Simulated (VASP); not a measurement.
Write the native input for VASP 6.6.1 that does the following.

| Property | Result |
| --- | --- |
| Task | single point |
| Functional | PBE |
| Potentials or basis | VASP PAW PBE potentials, release 64 (Ba_sv, Ti_sv, O) |
| Cutoff | 520 eV |
| k mesh | 9 × 9 × 9 |
| Occupations | fermi-dirac, width 0.05 eV |
| Spin | no spin polarisation |
| Dipole correction | no |
| Further INCAR settings | ALGO = Normal; EDIFF = 1e-06; NBANDS = 28 |

The structure of BaTiO3 lies in POSCAR:

```
BaTiO3
1.0
    2.7699444471      1.5992281722      2.2704176869
   -2.7699444471      1.5992281722      2.2704176869
    0.0000000000     -3.1984563444      2.2704176869
Ba Ti O
1 1 3
Direct
    0.0000000000      0.0000000000      0.0000000000
    0.5140000000      0.5140000000      0.5140000000
    0.4916000000      0.4916000000      0.9815000000
    0.4916000000      0.9815000000      0.4916000000
    0.9815000000      0.4916000000      0.4916000000
```

One way to write it, as run:

INCAR

```
SYSTEM = BaTiO3
ALGO     = Normal         ! electronic algorithm
EDIFF    = 1E-6           ! SCF threshold, eV
ENCUT    = 520            ! plane-wave cutoff, eV
GGA      = PE             ! functional
ISIF     = 2              ! what is computed and relaxed
ISMEAR   = -1             ! smearing method
LASPH    = .True.         ! aspherical terms in the spheres
LCHARG   = .True.         ! write CHGCAR
LELF     = .True.         ! ELF
LREAL    = .False.        ! projectors in reciprocal space
LVHAR    = .True.       
LWAVE    = .False.        ! write WAVECAR
NBANDS   = 28             ! bands
NELM     = 80             ! most SCF steps
PREC     = Accurate       ! precision mode
SIGMA    = 0.05           ! smearing width, eV
```

KPOINTS

```
k-points
0
Gamma
  9 9 9
  0 0 0
```

Potentials or basis: VASP PAW PBE potentials, release 64 (Ba_sv, Ti_sv, O).

Run with:

```console
$ cat potpaw_PBE.64/Ba_sv/POTCAR potpaw_PBE.64/Ti_sv/POTCAR potpaw_PBE.64/O/POTCAR > POTCAR
$ mpirun -np 1 vasp_std > vasp.out
```

It gave:

```json
{"Pressure": "20.0 GPa", "Largest force": "0.827 eV/Å", "Band gap on the k mesh": "2.55 eV (least direct gap 2.84 eV)"}
```

Caveat: the cell stands under pressure; spin-orbit coupling is left out, which moves the levels of the heavy elements.

Run time: 3.2 min on 1 thread of Intel Xeon 8259CL, with other jobs on the host, peak memory 0.28 GiB.
